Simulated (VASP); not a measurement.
Set up this calculation in VASP 6.6.1, as the native input.

```
Task                               : single point
Functional                         : HSE06
Potentials or basis                : VASP PAW PBE potentials, release 64 (Pb_d, O)
Cutoff                             : 520 eV
k mesh                             : 4 × 4 × 4
Occupations                        : gaussian, width 0.01 eV
Spin                               : no spin polarisation
Dipole correction                  : no
Grid for exact exchange (PRECFOCK) : Normal
Further INCAR settings             : ALGO = Normal; EDIFF = 1e-07; NBANDS = 17
Screening parameter                : 0.2079 1/Å
```

The system is PbO.

```
Pb O
1.0
     3.17937    0.00000    0.00000
     0.00000    3.17937    0.00000
     0.00000    0.00000    3.17937
Pb O
1 1
Direct
  0.00000 0.00000 0.00000
  0.50000 0.50000 0.50000
```

The input as run:

POSCAR

```
PbO
1.0
    3.1793716484      0.0000000000      0.0000000000
    0.0000000000      3.1793716484      0.0000000000
    0.0000000000      0.0000000000      3.1793716484
Pb O
1 1
Direct
    0.0000000000      0.0000000000      0.0000000000
    0.5000000000      0.5000000000      0.5000000000
```

INCAR.step1

```
  PREC = Accurate
  ENCUT = 520
  EDIFF = 1E-5
  ISMEAR = 0
  SIGMA = 0.01
  LREAL = F
  LASPH = T
  NELM = 60
  ALGO = Normal
  ISIF = 2
  LWAVE = T
  LCHARG = F
  GGA = PE
  NBANDS = 17
```

INCAR.step2

```
  PREC = Accurate
  ENCUT = 520
  EDIFF = 1E-7
  ISMEAR = 0
  SIGMA = 0.01
  LREAL = F
  LASPH = T
  NELM = 60
  ALGO = Normal
  ISIF = 2
  LWAVE = F
  LCHARG = F
  GGA = PE
  LHFCALC = T
  HFSCREEN = 0.2079
  PRECFOCK = Normal
  ISTART = 1
  NBANDS = 17
```

KPOINTS

```
regular mesh
0
Gamma
  4 4 4
```

Potentials or basis: VASP PAW PBE potentials, release 64 (Pb_d, O).

The run is started by

```console
$ cat potpaw_PBE.64/Pb_d/POTCAR potpaw_PBE.64/O/POTCAR > POTCAR
$ cp INCAR.step1 INCAR
$ mpirun -np 1 vasp_std > vasp.out
$ cp INCAR.step2 INCAR
$ mpirun -np 1 vasp_std > vasp.out
```

Results of the run:

| Item | Value |
| --- | --- |
| Pressure | -1.2 GPa |
| Band gap on the k mesh | 0.39 eV, direct |

Caveat: the k points lie up to 0.49 Å⁻¹ apart; the PAW data sets were made with another functional, which shifts forces and pressure a little; spin-orbit coupling is left out, which moves the levels of the heavy elements.

It took 7.4 min on 1 thread of AMD EPYC 7R13, with other jobs on the host, peak memory 0.22 GiB.
